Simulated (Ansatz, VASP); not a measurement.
Ba3P5 in VASP and in Ansatz

```
Ba P
1.0
     6.29398    0.00000    0.00000
     0.00000    6.29398    0.00000
     0.00000    0.00000    6.29398
Ba P
3 5
Direct
  0.00000 0.50000 0.50000
  0.50000 0.00000 0.50000
  0.50000 0.50000 0.00000
  0.50000 0.50000 0.50000
  0.50000 0.00000 0.00000
  0.00000 0.50000 0.00000
  0.00000 0.00000 0.50000
  0.00000 0.00000 0.00000
```

Alike in both runs: functional PBE; k mesh 6 × 6 × 6; occupations gaussian, width 0.1 eV; no spin polarisation.

Ansatz relaxed the structure, and its values are those at the end. VASP's run is a single point on that final structure, the one shown.

```csv
,VASP,Ansatz
version,VASP 6.6.1,Ansatz 0.2.0
potentials or method,"VASP PAW PBE potentials, release 64 (Ba_sv, P), cutoff 520 eV","scalar-relativistic, plane waves, PAW"
valence electrons in the cell,55,55
```

|  | VASP | Ansatz | Ansatz less VASP |
| --- | --- | --- | --- |
| gap on the k mesh at the Fermi level (eV) | none | none | - |
| pressure (GPa) | 0.5 | 0.0 | -0.52 |

A gap of «none» marks a metal or a gap that the smearing closes.

Spin-orbit coupling is off throughout.
